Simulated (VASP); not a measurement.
# Cs in VASP: further runs

Runs on Cs. Level: PBE. Tasks: single point.

All numbers are computed with VASP 6.6.1; they aren't measurements. Logs are shortened: lines on timing, memory, paths and dates and some standing lists are left out, and cuts for length are marked.

## Step 1: The cell of the first run

Symmetry: Immm, No. 71, orthorhombic system. The conventional cell has a = 5.384 Å, b = 5.519 Å, c = 7.940 Å, α = 90.00°, β = 90.00°, γ = 90.00°.

## Step 2: Single point, PBE (uniaxial strain along a: +2.0 %)

Contents of INCAR:

```
ALGO = Normal ; EDIFF = 1E-7
ENCUT = 520 ; GGA = PE
ISIF = 2 ; ISMEAR = 0
LASPH = True ; LCHARG = False
LREAL = False ; LWAVE = False
NBANDS = 16 ; NELM = 100
PREC = Accurate ; SIGMA = 0.1
```

Contents of KPOINTS:

```
k-points
0
Gamma
  8 8 6
```

Contents of POSCAR:

```
Cs
1.0
    5.5192519631      0.0000000000      0.0000000000
    0.0000000000      5.3839761797      0.0000000000
    0.0000000000      0.0000000000      7.9396040952
Cs
2
Direct
    0.0000000000      0.0000000000      0.0000000000
    0.5000000000      0.5000000000      0.5000000000
```

Potentials or basis: VASP PAW PBE potentials, release 64 (Cs_sv).

Launch:

```console
> cat potpaw_PBE.64/Cs_sv/POTCAR > POTCAR
> mpirun -np 1 vasp_std > vasp.out
```

OUTCAR:

```text
EDIFF = 1E-7
   ENCUT = 520
   GGA = PE
   ISIF = 2
   ISMEAR = 0
   LASPH = True
   LREAL = False
   NELM = 100
   PREC = Accurate

 ion  position               nearest neighbor table
   1  0.000  0.000  0.000-
   2  0.500  0.500  0.500-

  LATTYP: Found a simple orthorhombic cell.
 ALAT       =     5.3839761797
 B/A-ratio  =     1.0251256281
 C/A-ratio  =     1.4746729611

  Lattice vectors:

 A1 = (   0.0000000000,  -5.3839761797,   0.0000000000)
 A2 = (   5.5192519631,   0.0000000000,   0.0000000000)
 A3 = (   0.0000000000,   0.0000000000,   7.9396040952)

Analysis of symmetry for initial positions (statically):
=====================================================================
 Subroutine PRICEL returns following result:

  LATTYP: Found a body centered orthorhombic cell.
 ALAT       =     5.3839761797
 B/A-ratio  =     1.0251256281
 C/A-ratio  =     1.4746729611

  Lattice vectors:

 A1 = (   2.7596259816,  -2.6919880899,  -3.9698020476)
 A2 = (  -2.7596259816,   2.6919880899,  -3.9698020476)
 A3 = (   2.7596259816,   2.6919880899,   3.9698020476)

   2 primitive cells build up your supercell.

 Routine SETGRP: Setting up the symmetry group for a
 simple orthorhombic supercell.

 Subroutine GETGRP returns: Found  8 space group operations
 (whereof  8 operations were pure point group operations)
 out of a pool of  8 trial point group operations.

The static configuration has the point symmetry D_2h.

Analysis of symmetry for dynamics (positions and initial velocities):
=====================================================================
 Subroutine PRICEL returns following result:

  LATTYP: Found a body centered orthorhombic cell.
 ALAT       =     5.3839761797
 B/A-ratio  =     1.0251256281
 C/A-ratio  =     1.4746729611

  Lattice vectors:

 A1 = (   2.7596259816,  -2.6919880899,  -3.9698020476)
 A2 = (  -2.7596259816,   2.6919880899,  -3.9698020476)
 A3 = (   2.7596259816,   2.6919880899,   3.9698020476)

   2 primitive cells build up your supercell.

 Routine SETGRP: Setting up the symmetry group for a
 simple orthorhombic supercell.

 Subroutine GETGRP returns: Found  8 space group operations
 (whereof  8 operations were pure point group operations)
 out of a pool of  8 trial point group operations.

The dynamic configuration has the point symmetry D_2h.

 Subroutine INISYM returns: Found  8 space group operations
 (whereof  8 operations are pure point group operations),
 and found     2 'primitive' translations

----------------------------------------------------------------------------------------

                                     Primitive cell

  volume of cell :     117.9647

  direct lattice vectors                    reciprocal lattice vectors
     2.759625982 -2.691988090 -3.969802048     0.181183973  0.000000000 -0.125950865
    -2.759625982  2.691988090 -3.969802048     0.000000000  0.185736334 -0.125950865
     2.759625982  2.691988090  3.969802048     0.181183973  0.185736334  0.000000000

  length of vectors
     5.533684463  5.533684463  5.533684463     0.220660945  0.224413917  0.259471806

  position of ions in fractional coordinates (direct lattice)
     0.000000000  0.000000000  0.000000000

  ion indices of the primitive-cell ions
   primitive index   ion index
                 1           1

----------------------------------------------------------------------------------------

 KPOINTS: k-points

Automatic generation of k-mesh.
 Grid dimensions read from file:
 generate k-points for:    8    8    6

 Generating k-lattice:

  Cartesian coordinates                     Fractional coordinates (reciprocal lattice)
     0.022647997  0.000000000  0.000000000     0.125000000  0.000000000  0.000000000
     0.000000000  0.023217042  0.000000000     0.000000000  0.125000000  0.000000000
     0.000000000  0.000000000  0.020991811     0.000000000  0.000000000  0.166666667

  Length of vectors
     0.022647997  0.023217042  0.020991811

  Shift w.r.t. Gamma in fractional coordinates (k-lattice)
     0.000000000  0.000000000  0.000000000

 Subroutine IBZKPT returns following result:
 ===========================================

 Found    100 irreducible k-points:

 Following reciprocal coordinates:
            Coordinates               Weight
  0.000000  0.000000  0.000000      1.000000
  0.125000  0.000000  0.000000      2.000000
  0.250000  0.000000  0.000000      2.000000
  0.375000  0.000000  0.000000      2.000000
  0.500000  0.000000  0.000000      1.000000
  0.000000  0.125000  0.000000      2.000000
[... 16 lines left out ...]
  0.250000  0.500000  0.000000      2.000000
  0.375000  0.500000  0.000000      2.000000
 [... further k-points ...]
   k-points           NKPTS =    100   k-points in BZ     NKDIM =    100   number of bands    NBANDS=     16
   number of dos      NEDOS =    301   number of ions     NIONS =      2
   total plane-waves  NPLWV = 100800
   dimension x,y,z NGX =    42 NGY =   40 NGZ =   60
   dimension x,y,z NGXF=    84 NGYF=   80 NGZF=  120
   ions per type =               2
   NGX,Y,Z   is equivalent  to a cutoff of  12.65, 12.35, 12.56 a.u.
   NGXF,Y,Z  is equivalent  to a cutoff of  25.30, 24.70, 25.13 a.u.
 SYSTEM =  unknown system
   PREC   = accura    normal or accurate (medium, high low for compatibility)
   ISTART =      0    job   : 0-new  1-cont  2-samecut
   ICHARG =      2    charge: 1-file 2-atom 10-const
   ISPIN  =      1    spin polarized calculation?
   LNONCOLLINEAR =      F non collinear calculations
   LSORBIT =      F    spin-orbit coupling
   LASPH  =      T    aspherical Exc in radial PAW
   ENCUT  =  520.0 eV  38.22 Ry    6.18 a.u.  10.26 10.01 14.76*2*pi/ulx,y,z
   NELM   =    100;   NELMIN=  2; NELMDL= -5     # of ELM steps
   EDIFF  = 0.1E-06   stopping-criterion for ELM
   LREAL  =      F    real-space projection
   EDIFFG = 0.1E-05   stopping-criterion for IOM
   NSW    =      0    number of steps for IOM
   IBRION =     -1    ionic relax: 0-MD 1-quasi-New 2-CG
   NFREE  =      0    steps in history (QN), initial steepest desc. (CG)
   ISIF   =      2    stress and relaxation
   ISYM   =      2    0-nonsym 1-usesym 2-fastsym
   POTIM  = 0.5000    time-step for ionic-motion
   TEBEG  =    0.0;   TEEND  =   0.0 temperature during run
   PSTRESS=    0.0 pullay stress
   NELECT =      18.0000    total number of electrons
   NUPDOWN=      -1.0000    fix difference up-down
   EMIN   =  10.00;   EMAX   =-10.00  energy-range for DOS
   EFERMI =   0.00;   METHOD = LEGACY
   ISMEAR =     0;   SIGMA  =   0.10  broadening in eV -4-tet -1-fermi 0-gaus
   EFERMI_NEDOS =   21; number of points for ismear=-14 and -15
   IALGO  =     38    algorithm
   IMIX   =      4    mixing-type and parameters
     AMIX     =   0.40;   BMIX     =  1.00
     AMIX_MAG =   1.60;   BMIX_MAG =  1.00
  volume/ion in A,a.u.               =     117.96       796.07
  Fermi-wavevector in a.u.,A,eV,Ry     =   0.694339  1.312111  6.559460  0.482107
  Thomas-Fermi vector in A             =   1.776805
   LORBIT       =      0    0 simple, 1 ext, 2 COOP (PROOUT), +10 PAW based schemes
   GGA     = PE    functional components
   LHFCALC =     F    Hartree Fock is set to
   AEXX    =    0.0000 exact exchange contribution
   IVDW    =     0    specifies the selected vdW correction
   LEPSILON=     F    determine dielectric tensor
   LRPA    =     F    only Hartree local field effects (RPA)
 non-spin polarized calculation
 Gauss-broadening in eV      SIGMA  =   0.10
  energy-cutoff  :      520.00
  volume of cell :      235.93
 maximum number of plane-waves:      6390
 NGX is ok and might be reduce to    42
   NGX = 21   NGY = 21   NGZ = 29

 number of electron      17.9999998 magnetization

 Free energy of the ion-electron system (eV)
  ---------------------------------------------------
  ext. energy  EPLUGINS =         0.00000000
  ---------------------------------------------------
  free energy    TOTEN  =        -1.70574775 eV

  energy without entropy =       -1.69237911  energy(sigma->0) =       -1.69906343

 E-fermi :   0.3864     XC(G=0):  -5.3427

 val. band max:        0.3781374285   @ k =   0.3750   0.3750   0.1667
 cond. band min:       0.3877148292   @ k =   0.2500   0.1250   0.3333
 fundamental gap:      0.0095774007
 Fermi energy:         0.3864212718

 k-point     1 :       0.0000    0.0000    0.0000
  band No.  band energies     occupation
      1     -23.4764      2.00000
      2     -23.4698      2.00000
      3     -10.3403      2.00000
      4     -10.2693      2.00000
      5     -10.2614      2.00000
      6     -10.2265      2.00000
[... 8 lines left out ...]
     15       2.9320      0.00000
     16       3.7906      0.00000

 k-point     2 :       0.1250    0.0000    0.0000
  band No.  band energies     occupation
      1     -23.4759      2.00000
      2     -23.4698      2.00000
      3     -10.3351      2.00000
      4     -10.2772      2.00000
      5     -10.2591      2.00000
      6     -10.2379      2.00000
[... 8 lines left out ...]
     15       2.9890      0.00000
     16       3.7294      0.00000

 k-point     3 :       0.2500    0.0000    0.0000
  band No.  band energies     occupation
      1     -23.4746      2.00000
      2     -23.4699      2.00000
      3     -10.3205      2.00000
      4     -10.2954      2.00000
      5     -10.2657      2.00000
      6     -10.2530      2.00000
[... 8 lines left out ...]
     15       3.1570      0.00000
     16       3.4349      0.00000

 k-point     4 :       0.3750    0.0000    0.0000
  band No.  band energies     occupation
      1     -23.4729      2.00000
      2     -23.4704      2.00000
      3     -10.3113      2.00000
      4     -10.2997      2.00000
      5     -10.2954      2.00000
      6     -10.2556      2.00000
[... 8 lines left out ...]
     15       3.2857      0.00000
     16       3.3003      0.00000

 k-point     5 :       0.5000    0.0000    0.0000
  band No.  band energies     occupation
      1     -23.4714      2.00000
      2     -23.4714      2.00000
      3     -10.3127      2.00000
      4     -10.3127      2.00000
      5     -10.2768      2.00000
      6     -10.2768      2.00000
[... 8 lines left out ...]
     15       3.2043      0.00000
     16       3.2043      0.00000

 k-point     6 :       0.0000    0.1250    0.0000
  band No.  band energies     occupation
      1     -23.4758      2.00000
      2     -23.4697      2.00000
      3     -10.3348      2.00000
      4     -10.2720      2.00000
      5     -10.2666      2.00000
      6     -10.2357      2.00000
[... 8 lines left out ...]
     15       2.8477      0.00000
     16       3.7817      0.00000

 k-point     7 :       0.1250    0.1250    0.0000
  band No.  band energies     occupation
      1     -23.4753      2.00000
      2     -23.4697      2.00000
      3     -10.3299      2.00000
      4     -10.2773      2.00000
      5     -10.2671      2.00000
      6     -10.2427      2.00000
[... 8 lines left out ...]
     15       2.9443      0.00000
     16       3.1642      0.00000

 k-point     8 :       0.2500    0.1250    0.0000
  band No.  band energies     occupation
      1     -23.4741      2.00000
      2     -23.4698      2.00000
      3     -10.3162      2.00000
      4     -10.2954      2.00000
      5     -10.2687      2.00000
      6     -10.2616      2.00000
[... 8 lines left out ...]
     15       2.8416      0.00000
     16       3.1342      0.00000

 k-point     9 :       0.3750    0.1250    0.0000
  band No.  band energies     occupation
      1     -23.4725      2.00000
      2     -23.4701      2.00000
      3     -10.3116      2.00000
      4     -10.2973      2.00000
      5     -10.2968      2.00000
      6     -10.2560      2.00000
[... 8 lines left out ...]
     15       3.0226      0.00000
     16       3.2537      0.00000
[... 172 lines left out ...]
 k-point    19 :       0.3750    0.3750    0.0000
  band No.  band energies     occupation
      1     -23.4701      2.00000
      2     -23.4691      2.00000
      3     -10.3316      2.00000
      4     -10.3266      2.00000
      5     -10.2788      2.00000
      6     -10.2751      2.00000
[... 8 lines left out ...]
     15       3.1424      0.00000
     16       3.7050      0.00000

 k-point    20 :       0.5000    0.3750    0.0000
  band No.  band energies     occupation
      1     -23.4693      2.00000
      2     -23.4693      2.00000
      3     -10.3348      2.00000
      4     -10.3348      2.00000
      5     -10.2739      2.00000
      6     -10.2739      2.00000
[... 8 lines left out ...]
     15       3.7669      0.00000
     16       3.7669      0.00000

 k-point    21 :       0.0000    0.5000    0.0000
  band No.  band energies     occupation
      1     -23.4707      2.00000
      2     -23.4707      2.00000
      3     -10.3240      2.00000
      4     -10.3240      2.00000
      5     -10.2748      2.00000
      6     -10.2748      2.00000
[... 8 lines left out ...]
     15       3.0473      0.00000
     16       3.0473      0.00000

 k-point    22 :       0.1250    0.5000    0.0000
  band No.  band energies     occupation
      1     -23.4704      2.00000
      2     -23.4704      2.00000
      3     -10.3250      2.00000
      4     -10.3250      2.00000
      5     -10.2738      2.00000
      6     -10.2738      2.00000
[... 8 lines left out ...]
     15       3.0918      0.00000
     16       3.0918      0.00000

 k-point    23 :       0.2500    0.5000    0.0000
  band No.  band energies     occupation
      1     -23.4698      2.00000
      2     -23.4698      2.00000
      3     -10.3296      2.00000
      4     -10.3296      2.00000
      5     -10.2715      2.00000
      6     -10.2715      2.00000
[... 8 lines left out ...]
     15       3.2968      0.00000
     16       3.2968      0.00000

 k-point    24 :       0.3750    0.5000    0.0000
  band No.  band energies     occupation
      1     -23.4692      2.00000
      2     -23.4692      2.00000
      3     -10.3381      2.00000
      4     -10.3381      2.00000
      5     -10.2729      2.00000
      6     -10.2729      2.00000
[... 8 lines left out ...]
     15       3.7535      0.00000
     16       3.7535      0.00000

 [... further k-points ...]
[... 5 lines left out ...]
  --------------------------------------------------------------------------------------
  -------------------------------------------------------------------------------------
  Total       -0.0449238      0.0421692     -0.0503772      0.0000000      0.0000000      0.0000000
  in kB       -0.3050739      0.2863672     -0.3421071      0.0000000      0.0000000      0.0000000
  external PRESSURE =      -0.1202712 kB  Pullay stress =       0.0000000 kB

 VOLUME and BASIS-vectors are now :
 -----------------------------------------------------------------------------
  energy-cutoff  :      520.00
  volume of cell :      235.93
      direct lattice vectors                 reciprocal lattice vectors
     5.519251963  0.000000000  0.000000000     0.181183973  0.000000000  0.000000000
     0.000000000  5.383976180  0.000000000     0.000000000  0.185736334  0.000000000
     0.000000000  0.000000000  7.939604095     0.000000000  0.000000000  0.125950865

 POSITION                                       TOTAL-FORCE (eV/Angst)
 -----------------------------------------------------------------------------------
      0.00000      0.00000      0.00000         0.000000      0.000000      0.000000
      2.75963      2.69199      3.96980         0.000000     -0.000000     -0.000000
 -----------------------------------------------------------------------------------
    total drift:                                0.000000      0.000000     -0.000000

  FREE ENERGIE OF THE ION-ELECTRON SYSTEM (eV)
  ---------------------------------------------------
  free  energy   TOTEN  =        -1.7057477499 eV

  energy  without entropy=       -1.6923791101  energy(sigma->0) =       -1.69906343
```

It took 2.3 min on 1 thread of Intel Xeon 6975P-C (Granite Rapids), shared host; peak memory 0.49 GiB.

What came out:

| Quantity | Value |
| --- | --- |
| Free energy | -1.7057 eV |
| Pressure | 0.0 GPa |
| Band gap on the k mesh | zero (band 9 reaches 1.14 eV, above the bottom of band 10 at -0.50 eV) |

Caveat: the cell differs from its parent crystal (uniaxial strain along a: +2.0 %); spin-orbit coupling is left out, which moves the levels of the heavy elements.

## Step 3: Single point, PBE (strained)

Contents of INCAR:

```
SYSTEM = Cs
ALGO     = Normal         ! electronic algorithm
EDIFF    = 1E-6           ! SCF threshold, eV
ENCUT    = 520            ! plane-wave cutoff, eV
GGA      = PE             ! functional
ISIF     = 2              ! what is computed and relaxed
ISMEAR   = 0              ! smearing method
LASPH    = .True.         ! aspherical terms in the spheres
LCHARG   = .False.        ! write CHGCAR
LREAL    = .False.        ! projectors in reciprocal space
LWAVE    = .False.        ! write WAVECAR
NBANDS   = 10             ! bands
NELM     = 100            ! most SCF steps
PREC     = Accurate       ! precision mode
SIGMA    = 0.1            ! smearing width, eV
```

Contents of KPOINTS:

```
k-points
0
Gamma
  12 12 12
  0 0 0
```

Contents of POSCAR:

```
Cs
1.0
   -2.7746061331      2.7746061331      4.2567035211
    2.7746061331     -2.7746061331      4.2567035211
    2.7746061331      2.7746061331     -4.2567035211
Cs
1
Direct
    0.0000000000      0.0000000000      0.0000000000
```

Potentials or basis: VASP PAW PBE potentials, release 64 (Cs_sv).

Launch:

```console
> cat potpaw_PBE.64/Cs_sv/POTCAR > POTCAR
> mpirun -np 1 vasp_std > vasp.out
```

It took 1.8 min on 1 thread of Intel Xeon Platinum 8488C (Sapphire Rapids), shared host; peak memory 0.42 GiB.

It converged, with:

| Item | Value |
| --- | --- |
| Free energy | -0.8452 eV |
| Pressure | -0.2 GPa |

Levels at points of the mesh, in eV from the Fermi level:
```csv
k point,band 3,band 4,band 5,band 6,band 7,band 8
"(0.00, 0.00, 0.00)",-10.69,-10.69,-1.54,2.23,2.47,2.47
"(0.50, 0.00, 0.00)",-10.71,-10.69,0.01,0.67,2.09,2.42
"(0.50, 0.50, 0.00)",-10.73,-10.72,0.41,1.08,1.39,3.47
"(0.50, 0.50, 0.50)",-10.71,-10.71,0.23,1.00,1.20,3.75
```

Caveat: the cell differs from its parent crystal (strained); spin-orbit coupling is left out, which moves the levels of the heavy elements.

(Continued in part 2 of 2.)
